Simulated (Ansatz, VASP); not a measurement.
# Two plane-wave programs on Ag5Pt3Au2

```
Ag Pt Au
1.0
    -6.04172    4.07309    2.01839
     6.06230    4.12467   -2.06370
    -2.04417   -4.07072   -6.15059
Ag Pt Au
10 6 4
Direct
  0.04714 0.34502 0.89519
  0.55533 0.85363 0.90298
  0.35320 0.45587 0.30436
  0.39634 0.79917 0.20115
  0.74975 0.25294 0.49819
  0.84435 0.94836 0.29790
  0.44946 0.15325 0.10186
  0.50134 0.49545 0.00196
  0.90229 0.30347 0.19932
  0.95154 0.64985 0.09757
  0.10703 0.70787 0.79980
  0.13851 0.03818 0.69513
  0.24956 0.75301 0.50596
  0.69737 0.89720 0.59745
  0.00186 0.00177 0.99572
  0.81059 0.60787 0.40416
  0.20287 0.40508 0.60753
  0.59159 0.19194 0.79066
  0.66025 0.55640 0.70262
  0.28849 0.09726 0.39642
```

Alike in both runs: functional PBE; k mesh 4 × 4 × 3; occupations gaussian, width 0.1 eV; no spin polarisation.

Ansatz relaxed the structure, and its values are those at the end. VASP's run is a single point on that final structure, the one shown.

|  | VASP | Ansatz |
| --- | --- | --- |
| version | VASP 6.6.1 | Ansatz 0.2.0 |
| potentials or method | VASP PAW PBE potentials, release 64 (Ag, Pt, Au), cutoff 520 eV | scalar-relativistic, plane waves, PAW |
| valence electrons in the cell | 214 | 374 |

|  | VASP | Ansatz | Ansatz less VASP |
| --- | --- | --- | --- |
| gap on the k mesh at the Fermi level (eV) | none | none | - |
| pressure (GPa) | -0.2 | 0.0 | +0.23 |
| rms of the force components (eV/Å) | 0.013 | 0.012 | -0.0006 |

A gap of «none» marks a metal or a gap that the smearing closes. VASP's potentials hold 214 valence electrons a cell and Ansatz's 374, so a difference there can come from the potentials and not from the codes.

Neither program's run includes spin-orbit coupling.
